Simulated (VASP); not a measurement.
# TiAl (Pmmm) in VASP: further runs

The runs below take TiAl through single point, with LDA.

Everything below comes from runs of VASP 6.6.1. Logs are shortened: lines on timing, memory, paths and dates and some standing lists are left out, and cuts for length are marked.

### Step 1. The cell of the first run

Symmetry: Pmmm, No. 47, orthorhombic system. The conventional cell has a = 2.866 Å, b = 3.124 Å, c = 3.210 Å, α = 90.00°, β = 90.00°, γ = 90.00°. Ti (site symmetry mmm) has 8 Al at 2.66 Å and 6 Ti at 2.87 to 3.21 Å within 3.5 Å. Al (site symmetry mmm) has 8 Ti at 2.66 Å and 6 Al at 2.87 to 3.21 Å within 3.5 Å.

### Step 2. Single point, LDA (normal strain along x -0.0825, normal strain along y +0.0275)

File INCAR:

```
PREC = Accurate
ENCUT = 520
EDIFF = 1E-7
ISMEAR = 0
SIGMA = 0.15
LREAL = F
LASPH = T
NELM = 80
ALGO = Fast
ISIF = 2
LWAVE = F
LCHARG = F
NBANDS = 14
```

File KPOINTS:

```
regular mesh
0
Gamma
  14 14 14
```

File POSCAR:

```
TiAl
1.0
    2.8663491144      0.0000000000      0.0000000000
    0.0000000000      3.2099985995      0.0000000000
    0.0000000000      0.0000000000      3.1240862282
Ti Al
1 1
Direct
    0.0000000000      0.0000000000      0.0000000000
    0.5000000000      0.5000000000      0.5000000000
```

Potentials or basis: VASP PAW LDA potentials, release 64 (Ti_sv, Al).

Command:

```bash
> cat potpaw_LDA.64/Ti_sv/POTCAR potpaw_LDA.64/Al/POTCAR > POTCAR
> mpirun -np 1 vasp_std > vasp.out
```

OUTCAR:

```text
PREC = Accurate
   ENCUT = 520
   EDIFF = 1E-7
   ISMEAR = 0
   LREAL = F
   LASPH = T
   NELM = 80
   ISIF = 2

 ion  position               nearest neighbor table
   1  0.000  0.000  0.000-   2 2.66   2 2.66   2 2.66   2 2.66   2 2.66   2 2.66   2 2.66   2 2.66

   2  0.500  0.500  0.500-   1 2.66   1 2.66   1 2.66   1 2.66   1 2.66   1 2.66   1 2.66   1 2.66

  LATTYP: Found a simple orthorhombic cell.
 ALAT       =     2.8663491144
 B/A-ratio  =     1.0899182561
 C/A-ratio  =     1.1198910082

  Lattice vectors:

 A1 = (  -2.8663491144,   0.0000000000,   0.0000000000)
 A2 = (   0.0000000000,   0.0000000000,   3.1240862282)
 A3 = (   0.0000000000,   3.2099985995,   0.0000000000)

Analysis of symmetry for initial positions (statically):
=====================================================================
 Subroutine PRICEL returns:
 Original cell was already a primitive cell.

 Routine SETGRP: Setting up the symmetry group for a
 simple orthorhombic supercell.

 Subroutine GETGRP returns: Found  8 space group operations
 (whereof  8 operations were pure point group operations)
 out of a pool of  8 trial point group operations.

The static configuration has the point symmetry D_2h.

Analysis of symmetry for dynamics (positions and initial velocities):
=====================================================================
 Subroutine PRICEL returns:
 Original cell was already a primitive cell.

 Routine SETGRP: Setting up the symmetry group for a
 simple orthorhombic supercell.

 Subroutine GETGRP returns: Found  8 space group operations
 (whereof  8 operations were pure point group operations)
 out of a pool of  8 trial point group operations.

The dynamic configuration has the point symmetry D_2h.

 Subroutine INISYM returns: Found  8 space group operations
 (whereof  8 operations are pure point group operations),
 and found     1 'primitive' translations

----------------------------------------------------------------------------------------

                                     Primitive cell

  volume of cell :      28.7446

  direct lattice vectors                    reciprocal lattice vectors
     2.866349114  0.000000000  0.000000000     0.348875856  0.000000000  0.000000000
     0.000000000  3.209998599  0.000000000     0.000000000  0.311526616  0.000000000
     0.000000000  0.000000000  3.124086228     0.000000000  0.000000000  0.320093598

  length of vectors
     2.866349114  3.209998599  3.124086228     0.348875856  0.311526616  0.320093598

  position of ions in fractional coordinates (direct lattice)
     0.000000000  0.000000000  0.000000000
     0.500000000  0.500000000  0.500000000

  ion indices of the primitive-cell ions
   primitive index   ion index
                 1           1
                 2           2

----------------------------------------------------------------------------------------

 KPOINTS: regular mesh

Automatic generation of k-mesh.
 Grid dimensions read from file:
 generate k-points for:   14   14   14

 Generating k-lattice:

  Cartesian coordinates                     Fractional coordinates (reciprocal lattice)
     0.024919704  0.000000000  0.000000000     0.071428571  0.000000000  0.000000000
     0.000000000  0.022251901  0.000000000     0.000000000  0.071428571  0.000000000
     0.000000000  0.000000000  0.022863828     0.000000000  0.000000000  0.071428571

  Length of vectors
     0.024919704  0.022251901  0.022863828

  Shift w.r.t. Gamma in fractional coordinates (k-lattice)
     0.000000000  0.000000000  0.000000000

 Subroutine IBZKPT returns following result:
 ===========================================

 Found    512 irreducible k-points:

 Following reciprocal coordinates:
            Coordinates               Weight
  0.000000  0.000000  0.000000      1.000000
  0.071429  0.000000  0.000000      2.000000
  0.142857  0.000000  0.000000      2.000000
  0.214286  0.000000  0.000000      2.000000
  0.285714  0.000000  0.000000      2.000000
  0.357143  0.000000  0.000000      2.000000
[... 16 lines left out ...]
  0.428571  0.142857  0.000000      4.000000
  0.500000  0.142857  0.000000      2.000000
 [... further k-points ...]
   k-points           NKPTS =    512   k-points in BZ     NKDIM =    512   number of bands    NBANDS=     14
   number of dos      NEDOS =    301   number of ions     NIONS =      2
   total plane-waves  NPLWV =  13824
   dimension x,y,z NGX =    24 NGY =   24 NGZ =   24
   dimension x,y,z NGXF=    48 NGYF=   48 NGZF=   48
   ions per type =               1   1
   NGX,Y,Z   is equivalent  to a cutoff of  13.92, 12.43, 12.77 a.u.
   NGXF,Y,Z  is equivalent  to a cutoff of  27.84, 24.86, 25.54 a.u.
 SYSTEM =  unknown system
   PREC   = accura    normal or accurate (medium, high low for compatibility)
   ISTART =      0    job   : 0-new  1-cont  2-samecut
   ICHARG =      2    charge: 1-file 2-atom 10-const
   ISPIN  =      1    spin polarized calculation?
   LNONCOLLINEAR =      F non collinear calculations
   LSORBIT =      F    spin-orbit coupling
   LASPH  =      T    aspherical Exc in radial PAW
   ENCUT  =  520.0 eV  38.22 Ry    6.18 a.u.   5.33  5.97  5.81*2*pi/ulx,y,z
   NELM   =     80;   NELMIN=  2; NELMDL= -5     # of ELM steps
   EDIFF  = 0.1E-06   stopping-criterion for ELM
   LREAL  =      F    real-space projection
   EDIFFG = 0.1E-05   stopping-criterion for IOM
   NSW    =      0    number of steps for IOM
   IBRION =     -1    ionic relax: 0-MD 1-quasi-New 2-CG
   NFREE  =      0    steps in history (QN), initial steepest desc. (CG)
   ISIF   =      2    stress and relaxation
   ISYM   =      2    0-nonsym 1-usesym 2-fastsym
   POTIM  = 0.5000    time-step for ionic-motion
   TEBEG  =    0.0;   TEEND  =   0.0 temperature during run
   PSTRESS=    0.0 pullay stress
   NELECT =      15.0000    total number of electrons
   NUPDOWN=      -1.0000    fix difference up-down
   EMIN   =  10.00;   EMAX   =-10.00  energy-range for DOS
   EFERMI =   0.00;   METHOD = LEGACY
   ISMEAR =     0;   SIGMA  =   0.15  broadening in eV -4-tet -1-fermi 0-gaus
   EFERMI_NEDOS =   21; number of points for ismear=-14 and -15
   IALGO  =     68    algorithm
   IMIX   =      4    mixing-type and parameters
     AMIX     =   0.40;   BMIX     =  1.00
     AMIX_MAG =   1.60;   BMIX_MAG =  1.00
  volume/ion in A,a.u.               =      14.37        96.99
  Fermi-wavevector in a.u.,A,eV,Ry     =   1.318013  2.490683 23.635463  1.737158
  Thomas-Fermi vector in A             =   2.448013
   LORBIT       =      0    0 simple, 1 ext, 2 COOP (PROOUT), +10 PAW based schemes
   GGA     = CA    functional components
   LHFCALC =     F    Hartree Fock is set to
   AEXX    =    0.0000 exact exchange contribution
   IVDW    =     0    specifies the selected vdW correction
   LEPSILON=     F    determine dielectric tensor
   LRPA    =     F    only Hartree local field effects (RPA)
 non-spin polarized calculation
 RMM-DIIS sequential band-by-band and
 Gauss-broadening in eV      SIGMA  =   0.15
  energy-cutoff  :      520.00
  volume of cell :       28.74
 maximum number of plane-waves:       800
 NGX is ok and might be reduce to    24
   NGX = 11   NGY = 11   NGZ = 11

 number of electron      15.0000002 magnetization

 Free energy of the ion-electron system (eV)
  ---------------------------------------------------
  ext. energy  EPLUGINS =         0.00000000
  ---------------------------------------------------
  free energy    TOTEN  =       -13.28514318 eV

  energy without entropy =      -13.25845367  energy(sigma->0) =      -13.27179842

 E-fermi :   9.6838     XC(G=0): -11.8056

 val. band max:        9.6836903206   @ k =   0.2143   0.4286   0.0000
 cond. band min:       9.6867390047   @ k =   0.1429   0.1429   0.2857
 fundamental gap:      0.0030486842
 Fermi energy:         9.6837799438

 k-point     1 :       0.0000    0.0000    0.0000
  band No.  band energies     occupation
      1     -46.2157      2.00000
      2     -22.8558      2.00000
      3     -22.8236      2.00000
      4     -22.6432      2.00000
      5       0.0577      2.00000
      6       7.8939      2.00000
      7       8.1677      2.00000
      8      11.3921      0.00000
      9      11.9650      0.00000
     10      12.0818      0.00000
     11      13.4373      0.00000
     12      14.1632      0.00000
     13      16.8335      0.00000
     14      18.9432      0.00000

 k-point     2 :       0.0714    0.0000    0.0000
  band No.  band energies     occupation
      1     -46.2130      2.00000
      2     -22.8534      2.00000
      3     -22.8212      2.00000
      4     -22.6667      2.00000
      5       0.1593      2.00000
      6       7.9479      2.00000
      7       8.1903      2.00000
      8      11.4115      0.00000
      9      11.6475      0.00000
     10      11.8367      0.00000
     11      13.7968      0.00000
     12      14.4504      0.00000
     13      16.1293      0.00000
     14      19.3555      0.00000

 k-point     3 :       0.1429    0.0000    0.0000
  band No.  band energies     occupation
      1     -46.2055      2.00000
      2     -22.8467      2.00000
      3     -22.8148      2.00000
      4     -22.7320      2.00000
      5       0.4602      2.00000
      6       8.1006      2.00000
      7       8.2062      2.00000
      8      11.0718      0.00000
      9      11.3303      0.00000
     10      11.4665      0.00000
     11      14.5060      0.00000
     12      14.9639      0.00000
     13      15.0912      0.00000
     14      18.8930      0.00000
[... 324 lines left out ...]
 k-point    23 :       0.4286    0.1429    0.0000
  band No.  band energies     occupation
      1     -46.1612      2.00000
      2     -23.0763      2.00000
      3     -22.8404      2.00000
      4     -22.7762      2.00000
      5       3.5895      2.00000
      6       5.7043      2.00000
      7       8.9499      2.00000
      8       9.4737      1.95240
      9       9.8273      0.17598
     10      11.4714      0.00000
     11      13.8225      0.00000
     12      16.3226      0.00000
     13      17.4822      0.00000
     14      19.0506      0.00000

 k-point    24 :       0.5000    0.1429    0.0000
  band No.  band energies     occupation
      1     -46.1584      2.00000
      2     -23.0983      2.00000
      3     -22.8378      2.00000
      4     -22.7738      2.00000
      5       4.4311      2.00000
      6       4.8097      2.00000
      7       9.0820      2.00000
      8       9.3659      1.99727
      9       9.7529      0.51437
     10      11.4984      0.00000
     11      13.9022      0.00000
     12      16.5057      0.00000
     13      17.5024      0.00000
     14      19.6116      0.00000

 [... further k-points ...]
[... 5 lines left out ...]
  --------------------------------------------------------------------------------------
  -------------------------------------------------------------------------------------
  Total        1.4836073      2.0251251      1.2948930      0.0000000      0.0000000      0.0000000
  in kB       82.6937317    112.8770086     72.1751191      0.0000000      0.0000000      0.0000000
  external PRESSURE =      89.2486198 kB  Pullay stress =       0.0000000 kB

 VOLUME and BASIS-vectors are now :
 -----------------------------------------------------------------------------
  energy-cutoff  :      520.00
  volume of cell :       28.74
      direct lattice vectors                 reciprocal lattice vectors
     2.866349114  0.000000000  0.000000000     0.348875856  0.000000000  0.000000000
     0.000000000  3.209998599  0.000000000     0.000000000  0.311526616  0.000000000
     0.000000000  0.000000000  3.124086228     0.000000000  0.000000000  0.320093598

 POSITION                                       TOTAL-FORCE (eV/Angst)
 -----------------------------------------------------------------------------------
      0.00000      0.00000      0.00000         0.000000      0.000000      0.000000
      1.43317      1.60500      1.56204         0.000000      0.000000      0.000000
 -----------------------------------------------------------------------------------
    total drift:                                0.000000      0.000000      0.000000

  FREE ENERGIE OF THE ION-ELECTRON SYSTEM (eV)
  ---------------------------------------------------
  free  energy   TOTEN  =       -13.2851431759 eV

  energy  without entropy=      -13.2584536700  energy(sigma->0) =      -13.27179842
```

Run time: 7.7 min. Hardware: 1 thread of Intel Xeon 8259CL, shared host; peak memory 0.31 GiB.

Results:

```
Free energy            : -13.2851 eV
Pressure               : 8.9 GPa
Band gap on the k mesh : zero (an odd number of electrons rules out a gap without spin polarisation)
```

Stress tensor (GPa, compression positive):
```
 8.27  0.00  0.00
 0.00 11.29  0.00
 0.00  0.00  7.22
```

Caveat: the cell differs from its parent crystal (normal strain along x -0.0825, normal strain along y +0.0275); the cell stands under pressure.

### Step 3. Single point, LDA (normal strain along x -0.0550, normal strain along y +0.0275)

File INCAR:

```
ALGO = Fast
EDIFF = 1E-7
ENCUT = 520
GGA = CA
ISIF = 2
ISMEAR = 0
LASPH = True
LCHARG = True
LELF = True
LREAL = False
LVHAR = True
LWAVE = False
NBANDS = 14
NELM = 60
PREC = Accurate
SIGMA = 0.15
```

File KPOINTS:

```
k-points
0
Gamma
  14 14 14
```

Changes to POSCAR since step 2:

```diff
@@ -2,3 +2,3 @@
 1.0
-    2.8663491144      0.0000000000      0.0000000000
+    2.9522614856      0.0000000000      0.0000000000
     0.0000000000      3.2099985995      0.0000000000
```

Potentials or basis: VASP PAW LDA potentials, release 64 (Ti_sv, Al).

Command:

```bash
> cat potpaw_LDA.64/Ti_sv/POTCAR potpaw_LDA.64/Al/POTCAR > POTCAR
> mpirun -np 1 vasp_std > vasp.out
```

Wall time 8.6 min (1 thread of Intel Xeon 8259CL, shared host); peak memory 0.32 GiB.

It converged, with:

```
Free energy            : -13.3155 eV
Pressure               : 4.3 GPa
Band gap on the k mesh : zero (an odd number of electrons rules out a gap without spin polarisation)
```

Stress tensor (GPa, compression positive):
```
3.13 0.00 0.00
0.00 6.77 0.00
0.00 0.00 3.07
```

Levels at points of the mesh, in eV from the Fermi level:
| k point | band 5 | band 6 | band 7 | band 8 | band 9 | band 10 | band 11 | band 12 |
| --- | --- | --- | --- | --- | --- | --- | --- | --- |
| (0.00, 0.00, 0.00) | -9.52 | -1.69 | -1.49 | 1.73 | 2.09 | 2.21 | 3.86 | 4.59 |
| (0.50, 0.00, 0.00) | -5.53 | -5.20 | -0.46 | -0.25 | 0.07 | 2.08 | 3.97 | 6.70 |
| (0.00, 0.50, 0.00) | -6.39 | -5.39 | -0.69 | 0.03 | 0.75 | 2.38 | 2.93 | 6.73 |
| (0.50, 0.50, 0.00) | -5.10 | -2.18 | -1.64 | -1.46 | 0.56 | 0.78 | 3.04 | 5.45 |
| (0.00, 0.00, 0.50) | -6.13 | -5.34 | -0.64 | -0.29 | 0.75 | 2.30 | 3.27 | 6.61 |
| (0.50, 0.00, 0.50) | -4.94 | -1.96 | -1.59 | -1.41 | 0.37 | 0.53 | 3.24 | 5.51 |
| (0.00, 0.50, 0.50) | -5.49 | -2.31 | -2.14 | -1.60 | 1.14 | 1.20 | 2.85 | 4.79 |
| (0.50, 0.50, 0.50) | -3.28 | -3.28 | -3.28 | 1.14 | 2.97 | 3.11 | 3.25 | 3.37 |

Caveat: the cell differs from its parent crystal (normal strain along x -0.0550, normal strain along y +0.0275); the cell stands under pressure.

### Step 4. Single point, LDA (normal strain along x -0.0825, normal strain along y +0.0550)

File INCAR:

```
SYSTEM = TiAl
PREC = Accurate
ENCUT = 520
EDIFF = 1E-6
ISMEAR = 0
SIGMA = 0.15
LREAL = .False.
LASPH = .True.
NELM = 80
ALGO = Fast
ISIF = 2
LWAVE = .False.
LCHARG = .True.
LELF = .True.
LVHAR = .True.
NBANDS = 14
```

File KPOINTS:

```
Automatic mesh
0
Gamma
  14 14 14
  0 0 0
```

File POSCAR:

```
TiAl
1.0
    2.8663491144      0.0000000000      0.0000000000
    0.0000000000      3.2959109708      0.0000000000
    0.0000000000      0.0000000000      3.1240862282
Ti Al
1 1
Direct
    0.0000000000      0.0000000000      0.0000000000
    0.5000000000      0.5000000000      0.5000000000
```

Command:

```bash
> cat potpaw_LDA.64/Ti_sv/POTCAR potpaw_LDA.64/Al/POTCAR > POTCAR
> mpirun -np 1 vasp_std > vasp.out
```

It took 8.7 min on 1 thread of Intel Xeon 8259CL, shared host; peak memory 0.32 GiB.

Results (log left out):

| Item | Value |
| --- | --- |
| Free energy | -13.3340 eV |
| Pressure | 5.0 GPa |
| Band gap on the k mesh | zero (an odd number of electrons rules out a gap without spin polarisation) |

Stress tensor (GPa, compression positive):
```
4.35 0.00 0.00
0.00 8.96 0.00
0.00 0.00 1.69
```

Levels at points of the mesh, in eV from the Fermi level:
```
           k point  band 6  band 7  band 8  band 9  band 10  band 11
(0.00, 0.00, 0.00)   -1.73   -1.41    1.64    2.22     2.44     3.21
(0.50, 0.00, 0.00)   -5.09   -0.50   -0.33    0.11     2.06     4.36
(0.00, 0.50, 0.00)   -5.40   -0.74    0.04    1.15     2.57     2.63
(0.50, 0.50, 0.00)   -2.27   -1.38   -1.37    0.53     0.90     2.93
(0.00, 0.00, 0.50)   -5.32   -0.65   -0.59    1.15     2.43     3.32
(0.50, 0.00, 0.50)   -1.87   -1.29   -1.28    0.16     0.43     3.38
(0.00, 0.50, 0.50)   -2.48   -2.16   -1.62    1.44     1.54     2.72
(0.50, 0.50, 0.50)   -3.21   -3.21    1.27    2.90     3.06     3.33
```

Caveat: the cell differs from its parent crystal (normal strain along x -0.0825, normal strain along y +0.0550); the stress differs along the axes, from 2 to 9 GPa.

### Step 5. Overview

```csv
cell,further INCAR settings,gap on the mesh (eV),pressure (GPa)
"a = 2.866, b = 3.210, c = 3.124 Å, 2 atoms",ALGO = Fast; EDIFF = 1e-07; NBANDS = 14,none,8.9
"a = 2.952, b = 3.210, c = 3.124 Å, 2 atoms",ALGO = Fast; EDIFF = 1e-07; NBANDS = 14,none,4.3
"a = 2.866, b = 3.296, c = 3.124 Å, 2 atoms",ALGO = Fast; EDIFF = 1e-06; NBANDS = 14,none,5.0
```

Alike in all rows: task single point; level LDA; potentials or basis VASP PAW LDA potentials, release 64 (Ti_sv, Al); no spin polarisation; k mesh 14 × 14 × 14; cutoff (eV) 520; smearing gaussian 0.15 eV.

Caveats: the cell stands under pressure (at least some runs); the stress differs along the axes, from 2 to 9 GPa (at least some runs).

Absolute energies hang on the potentials; compare differences alone.
